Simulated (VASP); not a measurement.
A run of VASP 6.6.1 is set up as follows.

File INCAR:

```
AGGAC = 0.0
ALDAC = 0.0
ALGO = Normal
EDIFF = 1E-7
ENCUT = 520
GGA = PE
ISIF = 2
ISMEAR = -1
LASPH = T
LCHARG = F
LREAL = F
LWAVE = F
NBANDS = 11
NELM = 60
PREC = Accurate
SIGMA = 0.05
```

File KPOINTS:

```
k-points
0
Gamma
  8 8 8
```

The input POSCAR:

```
BeTe
1.0
    0.0000000000      2.7325629784      2.7325629784
    2.7325629784      0.0000000000      2.7325629784
    2.7325629784      2.7325629784      0.0000000000
Te Be
1 1
Direct
    0.7500000000      0.7500000000      0.7500000000
    0.0000000000      0.0000000000      0.0000000000
```

Potentials or basis: VASP PAW PBE potentials, release 64 (Te, Be).

Command:

```bash
$ cat potpaw_PBE.64/Te/POTCAR potpaw_PBE.64/Be/POTCAR > POTCAR
$ mpirun -np 1 vasp_std > vasp.out
```

Problem. Predict the pressure.

Solution. 16.6 GPa.

Problem. What does it give for the band gap on the k mesh?

Solution. 2.01 eV, indirect (least direct gap 3.61 eV).

Caveat: spin-orbit coupling is left out, which moves the levels of the heavy elements. A k mesh can miss the band edges.
